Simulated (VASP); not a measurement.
Here is a VASP 6.6.1 calculation.

Contents of INCAR:

```
PREC = Accurate
ENCUT = 520
EDIFF = 1E-6
ISMEAR = 0
SIGMA = 0.1
LREAL = False
LASPH = True
NELM = 60
ALGO = Normal
ISIF = 2
LWAVE = False
LCHARG = False
GGA = PE
NBANDS = 38
```

KPOINTS

```
regular mesh
0
Gamma
  2 2 2
```

File POSCAR:

```
Sr4O3
1.0
    5.7243321024     -0.0007020889     -0.0016107434
   -0.0008284463      5.7166822792     -0.0005619847
   -0.0021129515     -0.0006406117      5.7001463217
Sr O
4 3
Direct
    0.7606584983      0.7607291017      0.7607459409
    0.2392957558      0.2393134042      0.7608398059
    0.2393376205      0.7607687608      0.2392631073
    0.7607315357      0.2393397426      0.2392282186
   -0.0000135126     -0.0000586656      0.4999793910
    0.5000153000     -0.0000927297      0.9999695986
    0.9999748023      0.5000003860      0.9999739376
```

Potentials or basis: VASP PAW PBE potentials, release 64 (Sr_sv, O).

The run is started by

```bash
$ cat potpaw_PBE.64/Sr_sv/POTCAR potpaw_PBE.64/O/POTCAR > POTCAR
$ mpirun -np 1 vasp_std > vasp.out
```

Task: What does it give for the largest force?

Result: 0.044 eV/Å.

Task: Estimate the pressure.

Result: 0.3 GPa.

Task: What does it give for the band gap on the k mesh?

Result: 0.39 eV, indirect (least direct gap 0.72 eV).

Forces on the atoms (eV/Å):
```
Sr  -0.025 -0.025 -0.025
Sr   0.026  0.025 -0.026
Sr   0.025 -0.025  0.025
Sr  -0.025  0.025  0.025
O    0.000  0.000  0.000
O    0.000  0.001  0.000
O    0.000  0.000  0.000
```

Caveat: the k points lie up to 0.55 Å⁻¹ apart. A k mesh can miss the band edges.
